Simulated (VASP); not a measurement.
GaP, 2 atoms in the cell. Symmetry: F-43m, No. 216, cubic system. Conventional cell: a = 5.439 Å, b = 5.439 Å, c = 5.439 Å, α = 90.00°, β = 90.00°, γ = 90.00°. Ga (site symmetry -43m) has 4 P at 2.35 Å within 3.1 Å. P (site symmetry -43m) has 4 Ga at 2.35 Å within 3.1 Å. 

```yaml
Program: VASP 6.6.1
Task: vibrations by perturbation theory
Functional: PBEsol
Potentials_or_basis: VASP PAW PBE potentials, release 64 (Ga_d, P)
Cutoff: 520 eV
k_mesh: 6 × 6 × 6
Occupations: gaussian, width 0.01 eV
Spin: no spin polarisation
Dipole_correction: no
Further_INCAR_settings: ALGO = Normal; EDIFF = 1e-08; NBANDS = 16; IBRION = 8; NSW = 1
```

Potentials or basis: VASP PAW PBE potentials, release 64 (Ga_d, P).

Run with:

```console
$ cat potpaw_PBE.64/Ga_d/POTCAR potpaw_PBE.64/P/POTCAR > POTCAR
$ mpirun -np 1 vasp_std > vasp.out
```

Hardware: 1 thread of AMD EPYC 9R45 96-Core Processor (Zen 5), with other jobs on the host.

Question: How long does it take, and how much memory?

Answer: It took 3.4 min on 1 thread of AMD EPYC 9R45 96-Core Processor (Zen 5) (shared host), peak memory 0.21 GiB. Counts: scf iterations 168, k points 16.
